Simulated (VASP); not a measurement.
Yb: single point with PBE

Yb:

```
Yb
1.0
     0.00000    2.42438    2.42438
     2.42438    0.00000    2.42438
     2.42438    2.42438    0.00000
Yb
1
Cartesian
  0.0000 0.0000 0.0000
```

This cell differs from its parent crystal: volume scaled by 0.8.

```json
{"Program": "VASP 6.6.1", "Task": "single point", "Functional": "PBE", "Potentials or basis": "VASP PAW PBE potentials, release 64 (Yb)", "Cutoff": "520 eV", "k mesh": "14 × 14 × 14", "Occupations": "fermi-dirac, width 0.08 eV", "Spin": "no spin polarisation"}
```

- Pressure: 6.1 GPa
- Band gap on the k mesh: zero (band 12 reaches 2.28 eV, above the bottom of band 13 at 2.04 eV)

Levels at points of the mesh, in eV from the Fermi level:
```
           k point  band 8  band 9  band 10  band 11  band 12  band 13  band 14  band 15  band 16  band 17
(0.00, 0.00, 0.00)   -0.52   -0.52    -0.37    -0.37    -0.37     3.10     3.10     3.10     5.79     5.79
(0.50, 0.00, 0.00)   -0.53   -0.50    -0.40    -0.40    -0.36     1.07     2.82     2.82     7.79     7.79
(0.50, 0.50, 0.00)   -0.51   -0.50    -0.42    -0.42    -0.42    -0.30     2.79     7.83     8.41     8.41
```

It took 55 s on 1 thread of AMD EPYC 9R45 96-Core Processor (Zen 5), on a shared host, peak memory 0.18 GiB.

Caveat: spin-orbit coupling is left out, which moves the levels of the heavy elements. Spin polarisation is off, so any magnetic state and its effect on volume and gap are missing.
